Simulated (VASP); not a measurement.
CaAl35N35 (a cell with a defect), 71 atoms in the cell. The cell holds a defect, 71 atoms: a = 9.389 Å, b = 9.389 Å, c = 10.035 Å, α = 90.00°, β = 90.00°, γ = 120.00°. 

- Program: VASP 6.6.1
- Task: single point
- Functional: PBE
- Potentials or basis: VASP PAW PBE potentials, release 64 (Al, N, Ca_sv)
- Cutoff: 520 eV
- k mesh: 1 × 1 × 1, shifted
- Occupations: gaussian, width 0.01 eV
- Spin: collinear spin
- Fixed moment: 2 μB
- Dipole correction: no
- Charge: 2
- Further INCAR settings: LREAL = Auto; ALGO = Normal; EDIFF = 1e-06; NBANDS = 190; NELECT = 288.0

Potentials or basis: VASP PAW PBE potentials, release 64 (Al, N, Ca_sv).

The run is started by

```console
$ cat potpaw_PBE.64/Al/POTCAR potpaw_PBE.64/N/POTCAR potpaw_PBE.64/Ca_sv/POTCAR > POTCAR
$ mpirun -np 1 vasp_std > vasp.out
```

Hardware: 1 thread of Intel(R) Xeon(R) Platinum 8375C CPU @ 2.90GHz (Ice Lake), on a shared host.

Question: Estimate the wall time of this run.

Answer: Wall time 58 min on 1 thread of Intel(R) Xeon(R) Platinum 8375C CPU @ 2.90GHz (Ice Lake) (shared host), peak memory 1.7 GiB. Counts: scf iterations 19, k points 6.
